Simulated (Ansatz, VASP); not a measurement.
**W: VASP beside Ansatz**

```
W
1.0
     2.55515    0.00000    0.00000
     0.00000    2.55515    0.00000
     0.00000    0.00000    2.55515
W
1
Direct
  0.00000 0.00000 0.00000
```

Alike in both runs: task relaxation of cell and atoms; functional r2SCAN; k mesh 6 × 6 × 6; occupations gaussian, width 0.1 eV; no spin polarisation.

|  | VASP | Ansatz |
| --- | --- | --- |
| version | VASP 6.6.1 | Ansatz 0.2.0 |
| potentials or method | VASP PAW PBE potentials, release 64 (W_sv), cutoff 600 eV | scalar-relativistic, plane waves, PAW |
| valence electrons in the cell | 14 | 14 |

|  | VASP | Ansatz | Ansatz less VASP |
| --- | --- | --- | --- |
| gap on the k mesh at the Fermi level, each at its own relaxed structure (eV) | none | none | - |
| relaxed volume (Å³/atom) | 17.94 | 17.85 | -0.095 |
| relaxed cell length with the largest relative difference (Å) | 2.618 | 2.613 | -0.0046 |

VASP's potentials were made for PBE, not for r2SCAN. A gap of «none» marks a metal or a gap that the smearing closes.

The k mesh is coarse, so the values compare programs but aren't converged. Neither program's run includes spin-orbit coupling.
